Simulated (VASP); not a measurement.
A run of VASP 6.6.1:

Contents of INCAR:

```
SYSTEM = TeP
PREC     = Accurate       ! precision mode
ENCUT    = 500            ! plane-wave cutoff, eV
EDIFF    = 1E-7           ! SCF threshold, eV
ISMEAR   = 0              ! smearing method
SIGMA    = 0.1            ! smearing width, eV
LREAL    = .False.        ! projectors in reciprocal space
LASPH    = .True.         ! aspherical terms in the spheres
NELM     = 120            ! most SCF steps
ALGO     = Normal         ! electronic algorithm
ISIF     = 3              ! what is computed and relaxed
LWAVE    = .False.        ! write WAVECAR
LCHARG   = .False.        ! write CHGCAR
GGA      = PE             ! functional
IBRION   = 2              ! ionic algorithm
NSW      = 90             ! ionic steps
EDIFFG   = -0.04          ! ionic threshold
GGA_COMPAT= .False.      
NELMIN   = 4
```

File KPOINTS:

```
regular mesh
0
Gamma
  4 6 4
  0 0 0
```

Contents of POSCAR:

```
TeP
1.0
    5.1146289300      0.0000000000      0.0000000000
    0.0000000000      3.3857780200      0.0000000000
    0.0000000000      0.0000000000      5.2218700300
Te P
2 2
Direct
    0.2500000000      0.5000000000      0.8119999600
    0.7500000000      0.5000000000      0.1880000400
    0.2500000000      0.0000000000      0.3119999900
    0.7500000000      0.0000000000      0.6880000100
```

Potentials or basis: VASP PAW PBE potentials, release 64 (Te, P).

Run with:

```console
$ cat potpaw_PBE.64/Te/POTCAR potpaw_PBE.64/P/POTCAR > POTCAR
$ mpirun -np 1 vasp_std > vasp.out
```

Hardware: 1 thread of AMD EPYC 9R14 (Zen 4), with other jobs on the host.

Question: Estimate the wall time of this run.

Answer: It took 29 min on 1 thread of AMD EPYC 9R14 (Zen 4), on a shared host, peak memory 0.21 GiB. Counts: scf iterations 549, k points 36, ion steps 61.
